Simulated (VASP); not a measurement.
# AlCo (NiAs type) (P6_3/mmc) in VASP: a series of runs

Runs on AlCo (NiAs type). Level: PBE. Tasks: single point.

Everything below comes from runs of VASP 6.6.1. Logs are shortened: lines on timing, memory, paths and dates and some standing lists are left out, and cuts for length are marked.

## 1. The cell of the first run

The structure is hexagonal, space group P6_3/mmc (No. 194). Conventional cell: a = 2.729 Å, b = 2.729 Å, c = 7.573 Å, α = 90.00°, β = 90.00°, γ = 120.00°. Co (site symmetry -3m) has 6 Al at 2.46 Å and 6 Co at 2.73 Å within 3.3 Å. Within 3.3 Å of Al (site symmetry -6m2) lie 6 Co at 2.46 Å and 6 Al at 2.73 Å.

## 2. Single point, PBE

Input file INCAR:

```
PREC = Accurate
ENCUT = 520
EDIFF = 1E-6
ISMEAR = -1
SIGMA = 0.05
LREAL = F
LASPH = T
NELM = 80
ALGO = Normal
ISIF = 2
LWAVE = F
LCHARG = F
GGA = PE
NBANDS = 20
```

Input file KPOINTS:

```
regular mesh
0
Gamma
  10 10 6
```

Input file POSCAR:

```
AlCo
1.0
    2.7294172933      0.0000000000      0.0000000000
   -1.3647086467      2.3637447135      0.0000000000
    0.0000000000      0.0000000000      7.5731822471
Co Al
2 2
Direct
    0.0000000000      0.0000000000      0.0000000000
    0.0000000000      0.0000000000      0.5000000000
    0.3333333333      0.6666666667      0.2500000000
    0.6666666667      0.3333333333      0.7500000000
```

Potentials or basis: VASP PAW PBE potentials, release 64 (Co, Al).

The run is started by

```bash
$ cat potpaw_PBE.64/Co/POTCAR potpaw_PBE.64/Al/POTCAR > POTCAR
$ mpirun -np 1 vasp_std > vasp.out
```

OUTCAR:

```text
PREC = Accurate
   ENCUT = 520
   EDIFF = 1E-6
   ISMEAR = -1
   LREAL = F
   LASPH = T
   NELM = 80
   ISIF = 2
   GGA = PE

 ion  position               nearest neighbor table
   1  0.000  0.000  0.000-   3 2.46   4 2.46   4 2.46   3 2.46   4 2.46   3 2.46
   2  0.000  0.000  0.500-   3 2.46   4 2.46   4 2.46   3 2.46   4 2.46   3 2.46
   3  0.333  0.667  0.250-   1 2.46   2 2.46   1 2.46   2 2.46   1 2.46   2 2.46
   4  0.667  0.333  0.750-   1 2.46   2 2.46   1 2.46   2 2.46   1 2.46   2 2.46

  LATTYP: Found a hexagonal cell.
 ALAT       =     2.7294172933
 C/A-ratio  =     2.7746516686

  Lattice vectors:

 A1 = (   2.7294172933,   0.0000000000,   0.0000000000)
 A2 = (  -1.3647086467,   2.3637447135,   0.0000000000)
 A3 = (   0.0000000000,   0.0000000000,   7.5731822471)

Analysis of symmetry for initial positions (statically):
=====================================================================
 Subroutine PRICEL returns:
 Original cell was already a primitive cell.

 Routine SETGRP: Setting up the symmetry group for a
 hexagonal supercell.

 Subroutine GETGRP returns: Found 24 space group operations
 (whereof 12 operations were pure point group operations)
 out of a pool of 24 trial point group operations.

The static configuration has the point symmetry D_3d.
 The point group associated with its full space group is D_6h.

Analysis of symmetry for dynamics (positions and initial velocities):
=====================================================================
 Subroutine PRICEL returns:
 Original cell was already a primitive cell.

 Routine SETGRP: Setting up the symmetry group for a
 hexagonal supercell.

 Subroutine GETGRP returns: Found 24 space group operations
 (whereof 12 operations were pure point group operations)
 out of a pool of 24 trial point group operations.

The dynamic configuration has the point symmetry D_3d.
 The point group associated with its full space group is D_6h.

 Subroutine INISYM returns: Found 24 space group operations
 (whereof 12 operations are pure point group operations),
 and found     1 'primitive' translations

----------------------------------------------------------------------------------------

                                     Primitive cell

  volume of cell :      48.8595

  direct lattice vectors                    reciprocal lattice vectors
     2.729417293  0.000000000  0.000000000     0.366378568  0.211528765  0.000000000
    -1.364708647  2.363744714  0.000000000     0.000000000  0.423057530  0.000000000
     0.000000000  0.000000000  7.573182247     0.000000000  0.000000000  0.132044888

  length of vectors
     2.729417293  2.729417293  7.573182247     0.423057530  0.423057530  0.132044888

  position of ions in fractional coordinates (direct lattice)
     0.000000000  0.000000000  0.000000000
     0.000000000  0.000000000  0.500000000
     0.333333333  0.666666667  0.250000000
     0.666666667  0.333333333  0.750000000

  ion indices of the primitive-cell ions
   primitive index   ion index
                 1           1
                 2           2
                 3           3
                 4           4

----------------------------------------------------------------------------------------

 KPOINTS: regular mesh

Automatic generation of k-mesh.
 Grid dimensions read from file:
 generate k-points for:   10   10    6

 Generating k-lattice:

  Cartesian coordinates                     Fractional coordinates (reciprocal lattice)
     0.036637857  0.021152876  0.000000000     0.100000000  0.000000000  0.000000000
     0.000000000  0.042305753  0.000000000     0.000000000  0.100000000  0.000000000
     0.000000000  0.000000000  0.022007481     0.000000000  0.000000000  0.166666667

  Length of vectors
     0.042305753  0.042305753  0.022007481

  Shift w.r.t. Gamma in fractional coordinates (k-lattice)
     0.000000000  0.000000000  0.000000000

 Subroutine IBZKPT returns following result:
 ===========================================

 Found     56 irreducible k-points:

 Following reciprocal coordinates:
            Coordinates               Weight
  0.000000  0.000000  0.000000      1.000000
  0.100000  0.000000  0.000000      6.000000
  0.200000  0.000000  0.000000      6.000000
  0.300000  0.000000  0.000000      6.000000
  0.400000  0.000000  0.000000      6.000000
  0.500000 -0.000000  0.000000      3.000000
[... 16 lines left out ...]
  0.300000  0.100000  0.166667     24.000000
  0.400000  0.100000  0.166667     24.000000
 [... further k-points ...]
   k-points           NKPTS =     56   k-points in BZ     NKDIM =     56   number of bands    NBANDS=     20
   number of dos      NEDOS =    301   number of ions     NIONS =      4
   total plane-waves  NPLWV =  22400
   dimension x,y,z NGX =    20 NGY =   20 NGZ =   56
   dimension x,y,z NGXF=    40 NGYF=   40 NGZF=  112
   ions per type =               2   2
   NGX,Y,Z   is equivalent  to a cutoff of  12.18, 12.18, 12.29 a.u.
   NGXF,Y,Z  is equivalent  to a cutoff of  24.36, 24.36, 24.59 a.u.
 SYSTEM =  unknown system
   PREC   = accura    normal or accurate (medium, high low for compatibility)
   ISTART =      0    job   : 0-new  1-cont  2-samecut
   ICHARG =      2    charge: 1-file 2-atom 10-const
   ISPIN  =      1    spin polarized calculation?
   LNONCOLLINEAR =      F non collinear calculations
   LSORBIT =      F    spin-orbit coupling
   LASPH  =      T    aspherical Exc in radial PAW
   ENCUT  =  520.0 eV  38.22 Ry    6.18 a.u.   5.07  5.07 14.08*2*pi/ulx,y,z
   NELM   =     80;   NELMIN=  2; NELMDL= -5     # of ELM steps
   EDIFF  = 0.1E-05   stopping-criterion for ELM
   LREAL  =      F    real-space projection
   EDIFFG = 0.1E-04   stopping-criterion for IOM
   NSW    =      0    number of steps for IOM
   IBRION =     -1    ionic relax: 0-MD 1-quasi-New 2-CG
   NFREE  =      0    steps in history (QN), initial steepest desc. (CG)
   ISIF   =      2    stress and relaxation
   ISYM   =      2    0-nonsym 1-usesym 2-fastsym
   POTIM  = 0.5000    time-step for ionic-motion
   TEBEG  =    0.0;   TEEND  =   0.0 temperature during run
   PSTRESS=    0.0 pullay stress
   NELECT =      24.0000    total number of electrons
   NUPDOWN=      -1.0000    fix difference up-down
   EMIN   =  10.00;   EMAX   =-10.00  energy-range for DOS
   EFERMI =   0.00;   METHOD = LEGACY
   ISMEAR =    -1;   SIGMA  =   0.05  broadening in eV -4-tet -1-fermi 0-gaus
   EFERMI_NEDOS =   21; number of points for ismear=-14 and -15
   IALGO  =     38    algorithm
   IMIX   =      4    mixing-type and parameters
     AMIX     =   0.40;   BMIX     =  1.00
     AMIX_MAG =   1.60;   BMIX_MAG =  1.00
  volume/ion in A,a.u.               =      12.21        82.43
  Fermi-wavevector in a.u.,A,eV,Ry     =   1.291702  2.440963 22.701234  1.668494
  Thomas-Fermi vector in A             =   2.423455
   LORBIT       =      0    0 simple, 1 ext, 2 COOP (PROOUT), +10 PAW based schemes
   GGA     = PE    functional components
   LHFCALC =     F    Hartree Fock is set to
   AEXX    =    0.0000 exact exchange contribution
   IVDW    =     0    specifies the selected vdW correction
   LEPSILON=     F    determine dielectric tensor
   LRPA    =     F    only Hartree local field effects (RPA)
 non-spin polarized calculation
  energy-cutoff  :      520.00
  volume of cell :       48.86
 maximum number of plane-waves:      1330
   NGX = 11   NGY = 11   NGZ = 29

 number of electron      23.9999991 magnetization

 Free energy of the ion-electron system (eV)
  ---------------------------------------------------
  ext. energy  EPLUGINS =         0.00000000
  ---------------------------------------------------
  free energy    TOTEN  =       -22.84826974 eV

  energy without entropy =      -22.81044611  energy(sigma->0) =      -22.82935793

 E-fermi :   9.6792     XC(G=0): -12.0016

 val. band max:        9.6690302241   @ k =   0.3000   0.1000   0.0000
 cond. band min:       9.6824876560   @ k =   0.3000   0.1000   0.3333
 fundamental gap:      0.0134574319
 Fermi energy:         9.6791799526

 k-point     1 :       0.0000    0.0000    0.0000
  band No.  band energies     occupation
      1      -1.0112      2.00000
      2       0.8012      2.00000
      3       2.7764      2.00000
      4       6.5088      2.00000
      5       8.0457      2.00000
      6       8.3620      2.00000
[... 12 lines left out ...]
     19      24.2058      0.00000
     20      24.2058      0.00000

 k-point     2 :       0.1000    0.0000    0.0000
  band No.  band energies     occupation
      1      -0.7423      2.00000
      2       1.0297      2.00000
      3       3.0576      2.00000
      4       6.6643      2.00000
      5       8.0403      2.00000
      6       8.1017      2.00000
[... 12 lines left out ...]
     19      21.5432      0.00000
     20      22.8865      0.00000

 k-point     3 :       0.2000    0.0000    0.0000
  band No.  band energies     occupation
      1       0.0526      2.00000
      2       1.7027      2.00000
      3       3.8721      2.00000
      4       7.0316      2.00000
      5       7.5295      2.00000
      6       7.9617      2.00000
[... 12 lines left out ...]
     19      20.8211      0.00000
     20      21.2100      0.00000

 k-point     4 :       0.3000    0.0000    0.0000
  band No.  band energies     occupation
      1       1.3342      2.00000
      2       2.7749      2.00000
      3       5.0862      2.00000
      4       7.1877      2.00000
      5       7.2145      2.00000
      6       7.7122      2.00000
[... 12 lines left out ...]
     19      18.7160      0.00000
     20      20.6136      0.00000

 k-point     5 :       0.4000    0.0000    0.0000
  band No.  band energies     occupation
      1       3.0069      2.00000
      2       4.1177      2.00000
      3       6.1514      2.00000
      4       6.7848      2.00000
      5       7.0766      2.00000
      6       7.3260      2.00000
[... 12 lines left out ...]
     19      17.8923      0.00000
     20      19.6012      0.00000
[... 353 lines left out ...]
      6       8.0224      2.00000
[... 12 lines left out ...]
     19      20.1439      0.00000
     20      21.2561      0.00000

 k-point    22 :       0.2000    0.1000    0.1667
  band No.  band energies     occupation
      1       0.8948      2.00000
      2       2.1685      2.00000
      3       4.8963      2.00000
      4       7.0414      2.00000
      5       7.4544      2.00000
      6       7.7216      2.00000
[... 12 lines left out ...]
     19      18.7469      0.00000
     20      19.7343      0.00000

 k-point    23 :       0.3000    0.1000    0.1667
  band No.  band energies     occupation
      1       2.3760      2.00000
      2       3.4461      2.00000
      3       6.0100      2.00000
      4       6.9567      2.00000
      5       7.2850      2.00000
      6       7.5664      2.00000
[... 12 lines left out ...]
     19      16.6043      0.00000
     20      18.1925      0.00000

 k-point    24 :       0.4000    0.1000    0.1667
  band No.  band energies     occupation
      1       4.1228      2.00000
      2       4.8572      2.00000
      3       6.1889      2.00000
      4       6.3338      2.00000
      5       7.1484      2.00000
      6       7.2250      2.00000
[... 12 lines left out ...]
     19      15.8513      0.00000
     20      17.8228      0.00000

 [... further k-points ...]
[... 5 lines left out ...]
  --------------------------------------------------------------------------------------
  -------------------------------------------------------------------------------------
  Total        0.0416239      0.0416239     -0.0950396     -0.0000000     -0.0000000      0.0000000
  in kB        1.3649123      1.3649123     -3.1164940     -0.0000000     -0.0000000      0.0000000
  external PRESSURE =      -0.1288898 kB  Pullay stress =       0.0000000 kB

 VOLUME and BASIS-vectors are now :
 -----------------------------------------------------------------------------
  energy-cutoff  :      520.00
  volume of cell :       48.86
      direct lattice vectors                 reciprocal lattice vectors
     2.729417293  0.000000000  0.000000000     0.366378568  0.211528765  0.000000000
    -1.364708647  2.363744714  0.000000000     0.000000000  0.423057530  0.000000000
     0.000000000  0.000000000  7.573182247     0.000000000  0.000000000  0.132044888

 POSITION                                       TOTAL-FORCE (eV/Angst)
 -----------------------------------------------------------------------------------
      0.00000      0.00000      0.00000         0.000000      0.000000      0.000000
      0.00000      0.00000      3.78659         0.000000      0.000000      0.000000
     -0.00000      1.57583      1.89330        -0.000000     -0.000000      0.000000
      1.36471      0.78791      5.67989         0.000000      0.000000      0.000000
 -----------------------------------------------------------------------------------
    total drift:                               -0.000000      0.000000      0.000000

  FREE ENERGIE OF THE ION-ELECTRON SYSTEM (eV)
  ---------------------------------------------------
  free  energy   TOTEN  =       -22.8482697443 eV

  energy  without entropy=      -22.8104461144  energy(sigma->0) =      -22.82935793
```

Run time: 19 s. Hardware: 1 thread of Intel Xeon 6975P-C (Granite Rapids), shared host; peak memory 0.18 GiB.

What came out:

- Free energy: -22.8483 eV
- Pressure: 0.0 GPa
- Band gap on the k mesh: zero (band 12 reaches 10.31 eV, above the bottom of band 13 at 9.03 eV)

Stress tensor (GPa, compression positive):
```
 0.14  0.00  0.00
 0.00  0.14  0.00
 0.00  0.00 -0.31
```

Levels at points of the mesh, in eV from the Fermi level:
| k point | band 10 | band 11 | band 12 | band 13 | band 14 | band 15 |
| --- | --- | --- | --- | --- | --- | --- |
| (0.00, 0.00, 0.00) | -1.06 | -0.64 | -0.64 | -0.53 | -0.53 | 3.93 |
| (0.50, 0.00, 0.00) | -0.89 | -0.79 | 0.11 | 0.11 | 1.25 | 2.33 |
| (0.00, 0.00, 0.50) | -1.31 | -0.59 | -0.59 | -0.59 | -0.59 | 6.96 |
| (0.50, 0.00, 0.50) | -0.98 | 0.11 | 0.11 | 0.33 | 0.33 | 3.78 |

Spin polarisation is off, so any magnetic state and its effect on volume and gap are missing.

## 3. Single point, PBE

Input file INCAR:

```
PREC     = Accurate       # precision mode
ENCUT    = 520            # plane-wave cutoff, eV
EDIFF    = 1E-7           # SCF threshold, eV
ISMEAR   = -1             # smearing method
SIGMA    = 0.05           # smearing width, eV
LREAL    = F              # projectors in reciprocal space
LASPH    = T              # aspherical terms in the spheres
NELM     = 60             # most SCF steps
ALGO     = Normal         # electronic algorithm
ISIF     = 2              # what is computed and relaxed
LWAVE    = F              # write WAVECAR
LCHARG   = F              # write CHGCAR
GGA      = PE             # functional
NBANDS   = 20             # bands
```

KPOINTS is that of step 2.

Edit POSCAR of step 2 so:

```diff
@@ -3,3 +3,3 @@
     2.7294172933      0.0000000000      0.0000000000
-   -1.3647086467      2.3637447135      0.0000000000
+   -1.3647086466      2.3637447135      0.0000000000
     0.0000000000      0.0000000000      7.5731822471
```

Potentials or basis: VASP PAW PBE potentials, release 64 (Co, Al).

The run is started by

```bash
$ cat potpaw_PBE.64/Co/POTCAR potpaw_PBE.64/Al/POTCAR > POTCAR
$ mpirun -np 1 vasp_std > vasp.out
```

Wall time 72 s (1 thread of Intel Xeon Platinum 8259CL at 2.50GHz (Skylake/Cascade Lake), shared host); peak memory 0.18 GiB.

It converged, with:

| Item | Value |
| --- | --- |
| Free energy | -22.8483 eV |
| Pressure | 0.0 GPa |
| Band gap on the k mesh | zero (band 12 reaches 10.31 eV, above the bottom of band 13 at 9.03 eV) |

Stress tensor (GPa, compression positive):
```
 0.11  0.00  0.00
 0.00  0.11  0.00
 0.00  0.00 -0.34
```

Levels at points of the mesh, in eV from the Fermi level:
```tsv
k point	band 9	band 10	band 11	band 12	band 13	band 14	band 15	band 16
(0.00, 0.00, 0.00)	-1.30	-1.06	-0.64	-0.64	-0.53	-0.53	3.93	10.50
(0.50, 0.00, 0.00)	-1.07	-0.89	-0.79	0.11	0.11	1.25	2.33	3.44
(0.00, 0.00, 0.50)	-1.31	-1.31	-0.59	-0.59	-0.59	-0.59	6.96	6.96
(0.50, 0.00, 0.50)	-0.98	-0.98	0.11	0.11	0.33	0.33	3.78	3.78
```

Spin polarisation is off, so any magnetic state and its effect on volume and gap are missing.

## 4. Single point, PBE

Input file INCAR:

```
SYSTEM = AlCo
  PREC = Accurate
  ENCUT = 520
  EDIFF = 1E-6
  ISMEAR = -1
  SIGMA = 0.05
  LREAL = .False.
  LASPH = .True.
  NELM = 100
  ALGO = Normal
  ISIF = 2
  LWAVE = .False.
  LCHARG = .True.
  GGA = PE
  LELF = .True.
  LVHAR = .True.
  NBANDS = 20
```

Input file KPOINTS:

```
Automatic mesh
0
Gamma
  10 10 6
  0 0 0
```

POSCAR is that of step 3.

The run is started by

```bash
$ cat potpaw_PBE.64/Co/POTCAR potpaw_PBE.64/Al/POTCAR > POTCAR
$ mpirun -np 1 vasp_std > vasp.out
```

Wall time 72 s (1 thread of Intel Xeon Platinum 8259CL at 2.50GHz (Skylake/Cascade Lake), shared host); peak memory 0.18 GiB.

It converged, with:

```yaml
Free_energy: -22.8483 eV
Pressure: 0.0 GPa
Band_gap_on_the_k_mesh: zero (band 12 reaches 10.31 eV, above the bottom of band 13 at 9.03 eV)
```

Stress tensor (GPa, compression positive):
```
 0.14  0.00  0.00
 0.00  0.14  0.00
 0.00  0.00 -0.31
```

Levels at points of the mesh, in eV from the Fermi level:
| k point | band 10 | band 11 | band 12 | band 13 | band 14 | band 15 |
| --- | --- | --- | --- | --- | --- | --- |
| (0.00, 0.00, 0.00) | -1.06 | -0.64 | -0.64 | -0.53 | -0.53 | 3.93 |
| (0.50, 0.00, 0.00) | -0.89 | -0.79 | 0.11 | 0.11 | 1.25 | 2.33 |
| (0.00, 0.00, 0.50) | -1.31 | -0.59 | -0.59 | -0.59 | -0.59 | 6.96 |
| (0.50, 0.00, 0.50) | -0.98 | 0.11 | 0.11 | 0.33 | 0.33 | 3.78 |

Spin polarisation is off, so any magnetic state and its effect on volume and gap are missing.
